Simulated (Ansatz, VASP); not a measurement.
TiHg in VASP and in Ansatz

Contents of INCAR:

```
SYSTEM = TiHg
ALGO = Normal
EDIFF = 1E-6
ENCUT = 520
GGA = CA
ISIF = 2
ISMEAR = -1
LASPH = .True.
LCHARG = .True.
LELF = .True.
LREAL = .False.
LVHAR = .True.
LWAVE = .False.
NBANDS = 19
NELM = 80
PREC = Accurate
SIGMA = 0.08
```

The input KPOINTS:

```
k-points
0
Gamma
  14 14 10
  0 0 0
```

POSCAR

```
TiHg
1.0
    3.0390900000      0.0000000000      0.0000000000
    0.0000000000      3.0390900000      0.0000000000
    0.0000000000      0.0000000000      4.0410000000
Ti Hg
1 1
Direct
    0.5000000000      0.5000000000      0.5000000000
    0.0000000000      0.0000000000      0.0000000000
```

Input for Ansatz:

```yaml
crystal:
  lattice:
    - [3.03909, 0.0, 0.0]
    - [0.0, 3.03909, 0.0]
    - [0.0, 0.0, 4.041]
  atoms:
    - { symbol: Ti, position: [0.5, 0.5, 0.5] }
    - { symbol: Hg, position: [0.0, 0.0, 0.0] }
kpoints:
  mp_grid: { grid: [14, 14, 10] }
  band_path:
    path:
      - [0.0, 0.0, 0.0]
      - [0.0, 0.5, 0.0]
      - [0.5, 0.5, 0.0]
      - [0.0, 0.0, 0.0]
      - [0.0, 0.0, 0.5]
      - [0.0, 0.5, 0.5]
      - [0.5, 0.5, 0.5]
      - [0.0, 0.0, 0.5]
      - [0.0, 0.5, 0.0]
    npoints: 5
scf:
  occupations: { method: fermi_dirac, width: 0.08 }
hamiltonian:
  xc: lda
  pseudopotentials: { kind: all_electron, lapw: { basis_error: 0.001 } }
output:
  forces: true
  stress: true
  eigenvalues: true
```

Change from the starting cell: equal xx and yy strain of +1 %.

Alike in both runs: task single point; functional LDA; k mesh 14 × 14 × 10; occupations fermi-dirac, width 0.08 eV; no spin polarisation.

|  | VASP | Ansatz |
| --- | --- | --- |
| version | VASP 6.6.1 | Ansatz 0.2.0 |
| potentials or method | VASP PAW LDA potentials, release 64 (Ti_sv, Hg), cutoff 520 eV | all-electron LAPW, scalar-relativistic |

Ansatz gave:

- pressure (GPa): -8.5
- traceless stress, the component that is largest in VASP (GPa): 0.63

Problem. Which values does VASP return?

Solution. Pressure (GPa): -7.7; traceless stress, the component that is largest in VASP (GPa): 0.59.

LDA's correlation is that of Perdew and Zunger in VASP and of Perdew and Wang (1992) in Ansatz. Ansatz ran all-electron here, and VASP with PAW potentials.

Spin-orbit coupling is off throughout.
